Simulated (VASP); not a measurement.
A run of VASP 6.6.1:

File INCAR:

```
SYSTEM = Sn2TeSe
  PREC = Accurate
  ENCUT = 520
  EDIFF = 1E-7
  ISMEAR = -1
  SIGMA = 0.02
  LREAL = .FALSE.
  LASPH = .TRUE.
  NELM = 60
  ALGO = Normal
  ISIF = 2
  LWAVE = .FALSE.
  LCHARG = .FALSE.
  GGA = PE
  NBANDS = 28
```

File KPOINTS:

```
regular mesh
0
G
  6 6 4
  0 0 0
```

POSCAR

```
Sn2TeSe
1.0
    4.3809765004      0.0000000000      0.0000000000
    0.0000000000      4.3809765004      0.0000000000
    0.0000000000      0.0000000000      6.2262160171
Se Sn Te
1 2 1
Direct
    0.0000000000      0.0000000000      0.0000000000
    0.0000000000      0.0000000000      0.5000000000
    0.5000000000      0.5000000000      0.0000000000
    0.5000000000      0.5000000000      0.5000000000
```

Potentials or basis: VASP PAW PBE potentials, release 64 (Se, Sn_d, Te).

Run with:

```console
$ cat potpaw_PBE.64/Se/POTCAR potpaw_PBE.64/Sn_d/POTCAR potpaw_PBE.64/Te/POTCAR > POTCAR
$ mpirun -np 1 vasp_std > vasp.out
```

Hardware: 1 thread of Intel Xeon 6975P-C, with other jobs on the host.

Problem. Estimate the wall time of this run.

Solution. It took 69 s on 1 thread of Intel Xeon 6975P-C, on a shared host, peak memory 0.3 GiB. Counts: scf iterations 15, k points 30.
